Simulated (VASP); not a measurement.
# Ti4C5 (a cell with a defect) in VASP: single point with PBE

Aim: the single point of Ti4C5 (a cell with a defect) with PBE.

Everything below comes from runs of VASP 6.6.1. Logs are shortened: lines on timing, memory, paths and dates and some standing lists are left out, and cuts for length are marked.

### Step 1. The cell of the first run

The cell holds a defect, 9 atoms: a = 4.333 Å, b = 4.333 Å, c = 4.333 Å, α = 90.00°, β = 90.00°, γ = 90.00°.

### Step 2. Single point, PBE

INCAR

```
ALGO = Normal
EDIFF = 1E-6
ENCUT = 520
GGA = PE
ISIF = 2
ISMEAR = 0
LASPH = True
LCHARG = True
LELF = True
LREAL = False
LVHAR = True
LWAVE = False
NBANDS = 44
NELM = 60
PREC = Accurate
SIGMA = 0.1
```

KPOINTS

```
Automatic mesh
0
Gamma
  6 6 6
  0.5 0.5 0.5
```

POSCAR

```
Ti4C5
1.0
    0.0000000000      0.0000000000     -4.3327798708
    0.0000000000     -4.3327798708      0.0000000000
   -4.3327798708      0.0000000000      0.0000000000
Ti C
4 5
Direct
    0.0211800255      0.0211800255      0.0211800255
    1.0211800255      0.4788199745      0.4788199745
    0.4788199745      1.0211800255      0.4788199745
    0.4788199745      0.4788199745      0.0211800255
   -0.0195225616     -0.0195225616      0.5195225616
   -0.0195225616      0.5195225616     -0.0195225616
    0.5195225616     -0.0195225616     -0.0195225616
    0.5195225616      0.5195225616      0.5195225616
    0.7500000000      0.7500000000      0.7500000000
```

Potentials or basis: VASP PAW PBE potentials, release 64 (Ti_sv, C).

Started as:

```
cat potpaw_PBE.64/Ti_sv/POTCAR potpaw_PBE.64/C/POTCAR > POTCAR
mpirun -np 1 vasp_std > vasp.out
```

OUTCAR:

```text
EDIFF = 1E-6
   ENCUT = 520
   GGA = PE
   ISIF = 2
   ISMEAR = 0
   LASPH = True
   LREAL = False
   NELM = 60
   PREC = Accurate

 ion  position               nearest neighbor table
   1  0.021  0.021  0.021-   9 2.04   6 2.17   7 2.17   5 2.17   5 2.19   6 2.19   7 2.19   3 2.80
                             4 2.80   2 2.80
   2  0.021  0.479  0.479-   9 2.04   6 2.17   8 2.17   5 2.17   5 2.19   6 2.19   8 2.19   4 2.80
                             1 2.80   3 2.80
   3  0.479  0.021  0.479-   9 2.04   7 2.17   8 2.17   5 2.17   5 2.19   7 2.19   8 2.19   4 2.80
                             1 2.80   2 2.80
   4  0.479  0.479  0.021-   9 2.04   7 2.17   8 2.17   6 2.17   6 2.19   7 2.19   8 2.19   3 2.80
                             1 2.80   2 2.80
   5  0.980  0.980  0.520-   9 1.73   2 2.17   3 2.17   1 2.17   1 2.19   2 2.19   3 2.19
   6  0.980  0.520  0.980-   9 1.73   2 2.17   4 2.17   1 2.17   1 2.19   2 2.19   4 2.19
   7  0.520  0.980  0.980-   9 1.73   3 2.17   4 2.17   1 2.17   1 2.19   3 2.19   4 2.19
   8  0.520  0.520  0.520-   9 1.73   3 2.17   4 2.17   2 2.17   3 2.19   4 2.19   2 2.19
   9  0.750  0.750  0.750-   5 1.73   6 1.73   7 1.73   8 1.73   1 2.04   2 2.04   3 2.04   4 2.04

  LATTYP: Found a simple cubic cell.
 ALAT       =     4.3327798708

  Lattice vectors:

 A1 = (   0.0000000000,   0.0000000000,  -4.3327798708)
 A2 = (   0.0000000000,  -4.3327798708,   0.0000000000)
 A3 = (  -4.3327798708,   0.0000000000,   0.0000000000)

Analysis of symmetry for initial positions (statically):
=====================================================================
 Subroutine PRICEL returns:
 Original cell was already a primitive cell.

 Routine SETGRP: Setting up the symmetry group for a
 simple cubic supercell.

 Subroutine GETGRP returns: Found 24 space group operations
 (whereof  6 operations were pure point group operations)
 out of a pool of 48 trial point group operations.

The static configuration has the point symmetry C_3v.
 The point group associated with its full space group is T_d .

Analysis of symmetry for dynamics (positions and initial velocities):
=====================================================================
 Subroutine PRICEL returns:
 Original cell was already a primitive cell.

 Routine SETGRP: Setting up the symmetry group for a
 simple cubic supercell.

 Subroutine GETGRP returns: Found 24 space group operations
 (whereof  6 operations were pure point group operations)
 out of a pool of 48 trial point group operations.

The dynamic configuration has the point symmetry C_3v.
 The point group associated with its full space group is T_d .

 Subroutine INISYM returns: Found 24 space group operations
 (whereof  6 operations are pure point group operations),
[... 107 lines left out ...]
   NUPDOWN=      -1.0000    fix difference up-down
   EMIN   =  10.00;   EMAX   =-10.00  energy-range for DOS
   EFERMI =   0.00;   METHOD = LEGACY
   ISMEAR =     0;   SIGMA  =   0.10  broadening in eV -4-tet -1-fermi 0-gaus
   EFERMI_NEDOS =   21; number of points for ismear=-14 and -15
   IALGO  =     38    algorithm
   IMIX   =      4    mixing-type and parameters
     AMIX     =   0.40;   BMIX     =  1.00
     AMIX_MAG =   1.60;   BMIX_MAG =  1.00
  volume/ion in A,a.u.               =       9.04        60.99
  Fermi-wavevector in a.u.,A,eV,Ry     =   1.542214  2.914361 32.360404  2.378423
  Thomas-Fermi vector in A             =   2.648050
   LORBIT       =      0    0 simple, 1 ext, 2 COOP (PROOUT), +10 PAW based schemes
   GGA     = PE    functional components
   LHFCALC =     F    Hartree Fock is set to
   AEXX    =    0.0000 exact exchange contribution
   IVDW    =     0    specifies the selected vdW correction
   LEPSILON=     F    determine dielectric tensor
   LRPA    =     F    only Hartree local field effects (RPA)
 non-spin polarized calculation
 Gauss-broadening in eV      SIGMA  =   0.10
  energy-cutoff  :      520.00
  volume of cell :       81.34
 maximum number of plane-waves:      2230
 NGX is ok and might be reduce to    32
   NGX = 17   NGY = 17   NGZ = 17

 number of electron      67.9999977 magnetization

 Free energy of the ion-electron system (eV)
  ---------------------------------------------------
  ext. energy  EPLUGINS =         0.00000000
  ---------------------------------------------------
  free energy    TOTEN  =       -78.79616806 eV

  energy without entropy =      -78.77657898  energy(sigma->0) =      -78.78637352

 E-fermi :  11.0230     XC(G=0): -13.0893

 val. band max:       10.9411502397   @ k =   0.2500   0.2500   0.2500
 cond. band min:      11.0319699159   @ k =   0.4167   0.4167   0.2500
 fundamental gap:      0.0908196762
 Fermi energy:        11.0230387880

 k-point     1 :       0.0833    0.0833    0.0833
  band No.  band energies     occupation
      1     -45.8859      2.00000
      2     -45.7674      2.00000
      3     -45.7670      2.00000
      4     -45.7670      2.00000
      5     -22.6130      2.00000
      6     -22.3505      2.00000
[... 459 lines left out ...]
     43      13.8822      0.00000
     44      13.8823      0.00000

------------------------ aborting loop because EDIFF is reached ----------------------------------------

  FORCE on cell =-STRESS in cart. coord.  units (eV):
  Direction    XX          YY          ZZ          XY          YZ          ZX
  --------------------------------------------------------------------------------------
  -------------------------------------------------------------------------------------
  Total        8.0675345      8.0675345      8.0675345     -0.0000000      0.0000000      0.0000000
  in kB      158.9101134    158.9101134    158.9101134     -0.0000000      0.0000000      0.0000000
  external PRESSURE =     158.9101134 kB  Pullay stress =       0.0000000 kB

 VOLUME and BASIS-vectors are now :
 -----------------------------------------------------------------------------
  energy-cutoff  :      520.00
  volume of cell :       81.34
      direct lattice vectors                 reciprocal lattice vectors
     0.000000000  0.000000000 -4.332779871     0.000000000  0.000000000 -0.230798709
     0.000000000 -4.332779871  0.000000000     0.000000000 -0.230798709  0.000000000
    -4.332779871  0.000000000  0.000000000    -0.230798709  0.000000000  0.000000000

 POSITION                                       TOTAL-FORCE (eV/Angst)
 -----------------------------------------------------------------------------------
     -0.09177     -0.09177     -0.09177        -0.030801     -0.030801     -0.030801
     -2.07462     -2.07462     -0.09177         0.030801      0.030801     -0.030801
     -2.07462     -0.09177     -2.07462         0.030801     -0.030801      0.030801
     -0.09177     -2.07462     -2.07462        -0.030801      0.030801      0.030801
     -2.25098     -4.24819     -4.24819         0.008626     -0.008626     -0.008626
     -4.24819     -2.25098     -4.24819        -0.008626      0.008626     -0.008626
     -4.24819     -4.24819     -2.25098        -0.008626     -0.008626      0.008626
     -2.25098     -2.25098     -2.25098         0.008626      0.008626      0.008626
     -3.24958     -3.24958     -3.24958         0.000000     -0.000000      0.000000
 -----------------------------------------------------------------------------------
    total drift:                                0.000000      0.000000      0.000000

  FREE ENERGIE OF THE ION-ELECTRON SYSTEM (eV)
  ---------------------------------------------------
  free  energy   TOTEN  =       -78.7961680640 eV

  energy  without entropy=      -78.7765789781  energy(sigma->0) =      -78.78637352
```

OSZICAR:

```text
N       E                     dE             d eps       ncg     rms          rms(c)
DAV:   1     0.918151415204E+03    0.91815E+03   -0.32170E+04   880   0.190E+03
DAV:   2     0.532428982416E+02   -0.86491E+03   -0.83758E+03   880   0.579E+02
DAV:   3    -0.837121182094E+02   -0.13696E+03   -0.13386E+03  1316   0.200E+02
DAV:   4    -0.957712785781E+02   -0.12059E+02   -0.12002E+02  1328   0.567E+01
DAV:   5    -0.962771237310E+02   -0.50585E+00   -0.50551E+00  1344   0.113E+01    0.372E+01
DAV:   6    -0.793496065943E+02    0.16928E+02   -0.13515E+02  1244   0.734E+01    0.111E+01
DAV:   7    -0.787473294875E+02    0.60228E+00   -0.19820E+01  1240   0.257E+01    0.872E+00
DAV:   8    -0.787703759665E+02   -0.23046E-01   -0.11620E+00  1280   0.654E+00    0.202E+00
DAV:   9    -0.787892612494E+02   -0.18885E-01   -0.16488E-01  1316   0.277E+00    0.110E+00
DAV:  10    -0.787958530923E+02   -0.65918E-02   -0.16258E-02  1192   0.925E-01    0.184E-01
DAV:  11    -0.787962231426E+02   -0.37005E-03   -0.22863E-03  1328   0.279E-01    0.856E-02
DAV:  12    -0.787961952354E+02    0.27907E-04   -0.21255E-04  1280   0.896E-02    0.316E-02
DAV:  13    -0.787961687127E+02    0.26523E-04   -0.38538E-05  1232   0.625E-02    0.117E-02
DAV:  14    -0.787961680640E+02    0.64869E-06   -0.79928E-06  1176   0.204E-02
   1 F= -.78796168E+02 E0= -.78786374E+02  d E =-.195891E-01
```

stdout:

```text
POSCAR found type information on POSCAR TiC
 POSCAR found :  2 types and       9 ions
 scaLAPACK will be used
 LDA part: xc-table for (Slater+PW92), standard interpolation
 POSCAR, INCAR and KPOINTS ok, starting setup
 FFT: planning ... GRIDC
 FFT: planning ... GRID_SOFT
 FFT: planning ... GRID
 WAVECAR not read
 entering main loop
```

Run time: 37 s. Hardware: 1 thread of Intel Xeon Platinum 8488C (Sapphire Rapids), shared host; peak memory 0.18 GiB.

Results:

```yaml
Free_energy: -78.7962 eV
Pressure: 15.9 GPa
Largest_force: 0.053 eV/Å
Band_gap_on_the_k_mesh: zero (band 34 reaches 11.42 eV, above the bottom of band 35 at 10.43 eV)
```

Forces on the atoms (eV/Å):
```
Ti  -0.031 -0.031 -0.031
Ti   0.031  0.031 -0.031
Ti   0.031 -0.031  0.031
Ti  -0.031  0.031  0.031
C    0.009 -0.009 -0.009
C   -0.009  0.009 -0.009
C   -0.009 -0.009  0.009
C    0.009  0.009  0.009
C    0.000  0.000  0.000
```
